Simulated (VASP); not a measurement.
# PbS (Fm-3m) in VASP: further runs

PbS is run at these levels: LDA, PBEsol+D4; tasks: single point.

Program: VASP 6.6.1. These are calculated values, not measurements. Logs are shortened: lines on timing, memory, paths and dates and some standing lists are left out, and cuts for length are marked.

## (1) The cell of the first run

Symmetry: Fm-3m, No. 225, cubic system. Conventional cell: a = 5.810 Å, b = 5.810 Å, c = 5.810 Å, α = 90.00°, β = 90.00°, γ = 90.00°. Pb (site symmetry m-3m) has 6 S at 2.91 Å within 3.8 Å. S (site symmetry m-3m) has 6 Pb at 2.91 Å within 3.8 Å.

## (2) Single point, LDA

The input, INCAR:

```
SYSTEM = PbS
  PREC = Accurate
  ENCUT = 520
  EDIFF = 1E-6
  ISMEAR = -1
  SIGMA = 0.05
  LREAL = .False.
  LASPH = .True.
  NELM = 100
  ALGO = Normal
  ISIF = 2
  LWAVE = .False.
  LCHARG = .True.
  GGA = CA
  LELF = .True.
  LVHAR = .True.
  NBANDS = 17
```

The input, KPOINTS:

```
Automatic mesh
0
Gamma
  8 8 8
  0 0 0
```

The input, POSCAR:

```
PbS
1.0
    0.0000000000      2.9052075019      2.9052075019
    2.9052075019      0.0000000000      2.9052075019
    2.9052075019      2.9052075019      0.0000000000
Pb S
1 1
Direct
    0.0000000000      0.0000000000      0.0000000000
    0.5000000000      0.5000000000      0.5000000000
```

Potentials or basis: VASP PAW LDA potentials, release 64 (Pb_d, S).

Started as:

```
$ cat potpaw_LDA.64/Pb_d/POTCAR potpaw_LDA.64/S/POTCAR > POTCAR
$ mpirun -np 1 vasp_std > vasp.out
```

OUTCAR:

```text
SYSTEM = PbS
   PREC = Accurate
   ENCUT = 520
   EDIFF = 1E-6
   ISMEAR = -1
   LREAL = .False.
   LASPH = .True.
   NELM = 100
   ISIF = 2
   GGA = CA

 ion  position               nearest neighbor table
   1  0.000  0.000  0.000-   2 2.91   2 2.91   2 2.91   2 2.91   2 2.91   2 2.91
   2  0.500  0.500  0.500-   1 2.91   1 2.91   1 2.91   1 2.91   1 2.91   1 2.91

  LATTYP: Found a face centered cubic cell.
 ALAT       =     5.8104150038

  Lattice vectors:

 A1 = (   0.0000000000,   2.9052075019,   2.9052075019)
 A2 = (   2.9052075019,   0.0000000000,   2.9052075019)
 A3 = (   2.9052075019,   2.9052075019,   0.0000000000)

Analysis of symmetry for initial positions (statically):
=====================================================================
 Subroutine PRICEL returns:
 Original cell was already a primitive cell.

 Routine SETGRP: Setting up the symmetry group for a
 face centered cubic supercell.

 Subroutine GETGRP returns: Found 48 space group operations
 (whereof 48 operations were pure point group operations)
 out of a pool of 48 trial point group operations.

The static configuration has the point symmetry O_h .

Analysis of symmetry for dynamics (positions and initial velocities):
=====================================================================
 Subroutine PRICEL returns:
 Original cell was already a primitive cell.

 Routine SETGRP: Setting up the symmetry group for a
 face centered cubic supercell.

 Subroutine GETGRP returns: Found 48 space group operations
 (whereof 48 operations were pure point group operations)
 out of a pool of 48 trial point group operations.

The dynamic configuration has the point symmetry O_h .

 Subroutine INISYM returns: Found 48 space group operations
 (whereof 48 operations are pure point group operations),
 and found     1 'primitive' translations

----------------------------------------------------------------------------------------

                                     Primitive cell

  volume of cell :      49.0412

  direct lattice vectors                    reciprocal lattice vectors
     0.000000000  2.905207502  2.905207502    -0.172104746  0.172104746  0.172104746
     2.905207502  0.000000000  2.905207502     0.172104746 -0.172104746  0.172104746
     2.905207502  2.905207502  0.000000000     0.172104746  0.172104746 -0.172104746

  length of vectors
     4.108583851  4.108583851  4.108583851     0.298094165  0.298094165  0.298094165

  position of ions in fractional coordinates (direct lattice)
     0.000000000  0.000000000  0.000000000
     0.500000000  0.500000000  0.500000000

  ion indices of the primitive-cell ions
   primitive index   ion index
                 1           1
                 2           2

----------------------------------------------------------------------------------------

 KPOINTS: Automatic mesh

Automatic generation of k-mesh.
 Grid dimensions read from file:
 generate k-points for:    8    8    8

 Generating k-lattice:

  Cartesian coordinates                     Fractional coordinates (reciprocal lattice)
    -0.021513093  0.021513093  0.021513093     0.125000000  0.000000000  0.000000000
     0.021513093 -0.021513093  0.021513093     0.000000000  0.125000000  0.000000000
     0.021513093  0.021513093 -0.021513093     0.000000000  0.000000000  0.125000000

  Length of vectors
     0.037261771  0.037261771  0.037261771

  Shift w.r.t. Gamma in fractional coordinates (k-lattice)
     0.000000000  0.000000000  0.000000000

 Subroutine IBZKPT returns following result:
 ===========================================

 Found     29 irreducible k-points:

 Following reciprocal coordinates:
            Coordinates               Weight
  0.000000  0.000000  0.000000      1.000000
  0.125000  0.000000  0.000000      8.000000
  0.250000  0.000000  0.000000      8.000000
  0.375000  0.000000  0.000000      8.000000
  0.500000  0.000000  0.000000      4.000000
  0.125000  0.125000  0.000000      6.000000
[... 16 lines left out ...]
  0.500000  0.250000  0.125000     48.000000
 -0.375000  0.250000  0.125000     24.000000
 [... further k-points ...]
   k-points           NKPTS =     29   k-points in BZ     NKDIM =     29   number of bands    NBANDS=     17
   number of dos      NEDOS =    301   number of ions     NIONS =      2
   total plane-waves  NPLWV =  32768
   dimension x,y,z NGX =    32 NGY =   32 NGZ =   32
   dimension x,y,z NGXF=    64 NGYF=   64 NGZF=   64
   ions per type =               1   1
   NGX,Y,Z   is equivalent  to a cutoff of  12.95, 12.95, 12.95 a.u.
   NGXF,Y,Z  is equivalent  to a cutoff of  25.90, 25.90, 25.90 a.u.
 SYSTEM =  PbS
   PREC   = accura    normal or accurate (medium, high low for compatibility)
   ISTART =      0    job   : 0-new  1-cont  2-samecut
   ICHARG =      2    charge: 1-file 2-atom 10-const
   ISPIN  =      1    spin polarized calculation?
   LNONCOLLINEAR =      F non collinear calculations
   LSORBIT =      F    spin-orbit coupling
   LASPH  =      T    aspherical Exc in radial PAW
   ENCUT  =  520.0 eV  38.22 Ry    6.18 a.u.   7.64  7.64  7.64*2*pi/ulx,y,z
   NELM   =    100;   NELMIN=  2; NELMDL= -5     # of ELM steps
   EDIFF  = 0.1E-05   stopping-criterion for ELM
   LREAL  =      F    real-space projection
   EDIFFG = 0.1E-04   stopping-criterion for IOM
   NSW    =      0    number of steps for IOM
   IBRION =     -1    ionic relax: 0-MD 1-quasi-New 2-CG
   NFREE  =      0    steps in history (QN), initial steepest desc. (CG)
   ISIF   =      2    stress and relaxation
   ISYM   =      2    0-nonsym 1-usesym 2-fastsym
   POTIM  = 0.5000    time-step for ionic-motion
   TEBEG  =    0.0;   TEEND  =   0.0 temperature during run
   PSTRESS=    0.0 pullay stress
   NELECT =      20.0000    total number of electrons
   NUPDOWN=      -1.0000    fix difference up-down
   EMIN   =  10.00;   EMAX   =-10.00  energy-range for DOS
   EFERMI =   0.00;   METHOD = LEGACY
   ISMEAR =    -1;   SIGMA  =   0.05  broadening in eV -4-tet -1-fermi 0-gaus
   EFERMI_NEDOS =   21; number of points for ismear=-14 and -15
   IALGO  =     38    algorithm
   IMIX   =      4    mixing-type and parameters
     AMIX     =   0.40;   BMIX     =  1.00
     AMIX_MAG =   1.60;   BMIX_MAG =  1.00
  volume/ion in A,a.u.               =      24.52       165.47
  Fermi-wavevector in a.u.,A,eV,Ry     =   1.214034  2.294192 20.053350  1.473880
  Thomas-Fermi vector in A             =   2.349467
   LORBIT       =      0    0 simple, 1 ext, 2 COOP (PROOUT), +10 PAW based schemes
   GGA     = CA    functional components
   LHFCALC =     F    Hartree Fock is set to
   AEXX    =    0.0000 exact exchange contribution
   IVDW    =     0    specifies the selected vdW correction
   LEPSILON=     F    determine dielectric tensor
   LRPA    =     F    only Hartree local field effects (RPA)
 non-spin polarized calculation
  energy-cutoff  :      520.00
  volume of cell :       49.04
 maximum number of plane-waves:      1363
   NGX = 15   NGY = 15   NGZ = 15

 number of electron      20.0000001 magnetization

 Free energy of the ion-electron system (eV)
  ---------------------------------------------------
  ext. energy  EPLUGINS =         0.00000000
  ---------------------------------------------------
  free energy    TOTEN  =        -9.99621405 eV

  energy without entropy =       -9.99515349  energy(sigma->0) =       -9.99568377

 E-fermi :   6.5052     XC(G=0): -10.3156

 val. band max:        6.4879696998   @ k =   0.5000   0.0000   0.0000
 cond. band min:       6.5223705648   @ k =   0.5000   0.0000   0.0000
 fundamental gap:      0.0344008649
 Fermi energy:         6.5051709808

 k-point     1 :       0.0000    0.0000    0.0000
  band No.  band energies     occupation
      1     -10.4557      2.00000
      2     -10.4557      2.00000
      3     -10.4557      2.00000
      4     -10.4490      2.00000
      5     -10.4490      2.00000
      6      -7.7147      2.00000
[... 9 lines left out ...]
     16      12.9290      0.00000
     17      14.6883      0.00000

 k-point     2 :       0.1250    0.0000    0.0000
  band No.  band energies     occupation
      1     -10.4568      2.00000
      2     -10.4568      2.00000
      3     -10.4550      2.00000
      4     -10.4451      2.00000
      5     -10.4451      2.00000
      6      -7.5649      2.00000
[... 9 lines left out ...]
     16      13.3304      0.00000
     17      16.0406      0.00000

 k-point     3 :       0.2500    0.0000    0.0000
  band No.  band energies     occupation
      1     -10.4708      2.00000
      2     -10.4708      2.00000
      3     -10.4541      2.00000
      4     -10.4246      2.00000
      5     -10.4246      2.00000
      6      -7.1440      2.00000
[... 9 lines left out ...]
     16      14.2073      0.00000
     17      18.3463      0.00000

 k-point     4 :       0.3750    0.0000    0.0000
  band No.  band energies     occupation
      1     -10.4852      2.00000
      2     -10.4852      2.00000
      3     -10.4541      2.00000
      4     -10.4035      2.00000
      5     -10.4035      2.00000
      6      -6.5807      2.00000
[... 9 lines left out ...]
     16      15.4653      0.00000
     17      18.3574      0.00000

 k-point     5 :       0.5000    0.0000    0.0000
  band No.  band energies     occupation
      1     -10.4911      2.00000
      2     -10.4911      2.00000
      3     -10.4542      2.00000
      4     -10.3947      2.00000
      5     -10.3947      2.00000
      6      -6.2630      2.00000
[... 9 lines left out ...]
     16      16.4192      0.00000
     17      17.0161      0.00000

 k-point     6 :       0.1250    0.1250    0.0000
  band No.  band energies     occupation
      1     -10.4661      2.00000
      2     -10.4607      2.00000
      3     -10.4445      2.00000
      4     -10.4445      2.00000
      5     -10.4440      2.00000
      6      -7.5113      2.00000
[... 9 lines left out ...]
     16      14.2101      0.00000
     17      15.6968      0.00000

 k-point     7 :       0.2500    0.1250    0.0000
  band No.  band energies     occupation
      1     -10.4882      2.00000
      2     -10.4611      2.00000
      3     -10.4525      2.00000
      4     -10.4318      2.00000
      5     -10.4219      2.00000
      6      -7.1715      2.00000
[... 9 lines left out ...]
     16      15.0046      0.00000
     17      17.0915      0.00000

 k-point     8 :       0.3750    0.1250    0.0000
  band No.  band energies     occupation
      1     -10.5071      2.00000
      2     -10.4668      2.00000
      3     -10.4550      2.00000
      4     -10.4183      2.00000
      5     -10.4008      2.00000
      6      -6.6381      2.00000
[... 9 lines left out ...]
     16      16.0693      0.00000
     17      18.2947      0.00000
[... 203 lines left out ...]
      1     -10.6377      2.00000
      2     -10.4811      2.00000
      3     -10.4245      2.00000
      4     -10.3852      2.00000
      5     -10.3807      2.00000
      6      -5.8021      2.00000
[... 9 lines left out ...]
     16      18.0706      0.00000
     17      18.2402      0.00000

 k-point    20 :      -0.3750    0.3750    0.0000
  band No.  band energies     occupation
      1     -10.6087      2.00000
      2     -10.4613      2.00000
      3     -10.4404      2.00000
      4     -10.3991      2.00000
      5     -10.3864      2.00000
      6      -5.7215      2.00000
[... 9 lines left out ...]
     16      17.4711      0.00000
     17      19.2168      0.00000

 k-point    21 :       0.5000    0.5000    0.0000
  band No.  band energies     occupation
      1     -10.6641      2.00000
      2     -10.4902      2.00000
      3     -10.4153      2.00000
      4     -10.3758      2.00000
      5     -10.3758      2.00000
      6      -5.7055      2.00000
[... 9 lines left out ...]
     16      18.6763      0.00000
     17      18.6763      0.00000

 k-point    22 :       0.3750    0.2500    0.1250
  band No.  band energies     occupation
      1     -10.5165      2.00000
      2     -10.4612      2.00000
      3     -10.4542      2.00000
      4     -10.4178      2.00000
      5     -10.4101      2.00000
      6      -6.7645      2.00000
[... 9 lines left out ...]
     16      16.2679      0.00000
     17      16.6572      0.00000

 k-point    23 :       0.5000    0.2500    0.1250
  band No.  band energies     occupation
      1     -10.5376      2.00000
      2     -10.4644      2.00000
      3     -10.4496      2.00000
      4     -10.4131      2.00000
      5     -10.3983      2.00000
      6      -6.2482      2.00000
[... 9 lines left out ...]
     16      16.6793      0.00000
     17      17.7548      0.00000

 k-point    24 :      -0.3750    0.2500    0.1250
  band No.  band energies     occupation
      1     -10.5452      2.00000
      2     -10.4695      2.00000
      3     -10.4385      2.00000
      4     -10.4192      2.00000
      5     -10.3915      2.00000
      6      -5.9758      2.00000
[... 9 lines left out ...]
     16      17.2968      0.00000
     17      17.5782      0.00000

 [... further k-points ...]

------------------------ aborting loop because EDIFF is reached ----------------------------------------

  FORCE on cell =-STRESS in cart. coord.  units (eV):
  Direction    XX          YY          ZZ          XY          YZ          ZX
  --------------------------------------------------------------------------------------
  -------------------------------------------------------------------------------------
  Total        0.3572499      0.3572499      0.3572499      0.0000000      0.0000000     -0.0000000
  in kB       11.6713521     11.6713521     11.6713521      0.0000000      0.0000000     -0.0000000
  external PRESSURE =      11.6713521 kB  Pullay stress =       0.0000000 kB

 VOLUME and BASIS-vectors are now :
 -----------------------------------------------------------------------------
  energy-cutoff  :      520.00
  volume of cell :       49.04
      direct lattice vectors                 reciprocal lattice vectors
     0.000000000  2.905207502  2.905207502    -0.172104746  0.172104746  0.172104746
     2.905207502  0.000000000  2.905207502     0.172104746 -0.172104746  0.172104746
     2.905207502  2.905207502  0.000000000     0.172104746  0.172104746 -0.172104746

 POSITION                                       TOTAL-FORCE (eV/Angst)
 -----------------------------------------------------------------------------------
      0.00000      0.00000      0.00000        -0.000000      0.000000      0.000000
      2.90521      2.90521      2.90521         0.000000     -0.000000     -0.000000
 -----------------------------------------------------------------------------------
    total drift:                                0.000000     -0.000000     -0.000000

  FREE ENERGIE OF THE ION-ELECTRON SYSTEM (eV)
  ---------------------------------------------------
  free  energy   TOTEN  =        -9.9962140500 eV

  energy  without entropy=       -9.9951534879  energy(sigma->0) =       -9.99568377
```

Wall time 16 s (1 thread of Intel Xeon 6455B, shared host); peak memory 0.16 GiB.

Results:

```yaml
Free_energy: -9.9962 eV
Pressure: 1.2 GPa
```

Caveat: spin-orbit coupling is left out, which moves the levels of the heavy elements.

## (3) Single point, PBEsol+D4

This run uses another cell than the first one, of 25.15 Å³/atom.

The input, INCAR:

```
SYSTEM = PbS
ALGO     = Normal         ! electronic algorithm
EDIFF    = 1E-6           ! SCF threshold, eV
ENCUT    = 520            ! plane-wave cutoff, eV
GGA      = PS             ! functional
ISIF     = 2              ! what is computed and relaxed
ISMEAR   = -1             ! smearing method
IVDW     = 13             ! dispersion correction
LASPH    = .True.         ! aspherical terms in the spheres
LCHARG   = .False.        ! write CHGCAR
LREAL    = .False.        ! projectors in reciprocal space
LWAVE    = .False.        ! write WAVECAR
NBANDS   = 17             ! bands
NELM     = 80             ! most SCF steps
PREC     = Accurate       ! precision mode
SIGMA    = 0.05           ! smearing width, eV
```

The input, KPOINTS:

```
k-points
0
Gamma
  8 8 8
  0 0 0
```

The input, POSCAR:

```
PbS
1.0
    0.0000000000      2.9296878821      2.9296878821
    2.9296878821      0.0000000000      2.9296878821
    2.9296878821      2.9296878821      0.0000000000
Pb S
1 1
Direct
    0.0000000000      0.0000000000      0.0000000000
    0.5000000000      0.5000000000      0.5000000000
```

Potentials or basis: VASP PAW PBE potentials, release 64 (Pb_d, S).

Started as:

```
$ cat potpaw_PBE.64/Pb_d/POTCAR potpaw_PBE.64/S/POTCAR > POTCAR
$ mpirun -np 1 vasp_std > vasp.out
```

It took 18 s on 1 thread of Intel Xeon 6455B, shared host; peak memory 0.18 GiB.

The run converged. Its results:

```
Free energy                : -9.9061 eV
Pressure                   : -0.1 GPa
Band gap on the k mesh     : 0.11 eV
Dispersion energy per atom : -0.227 eV
```

Levels at points of the mesh, in eV from the valence-band top:
```csv
k point,band 6,band 7,band 8,band 9,band 10,band 11,band 12,band 13,band 14,band 15
"(0.00, 0.00, 0.00)",-13.99,-6.03,-2.40,-2.40,-2.40,5.22,5.22,5.22,6.50,6.50
"(0.50, 0.00, 0.00)",-12.63,-9.17,-1.98,-1.98,0.00,0.11,1.76,1.76,8.49,9.98
"(0.50, 0.50, 0.00)",-12.12,-7.34,-5.63,-3.76,-3.76,3.51,5.60,5.74,5.74,11.17
```

Caveat: the PAW data sets were made with another functional, which shifts forces and pressure a little; spin-orbit coupling is left out, which moves the levels of the heavy elements.
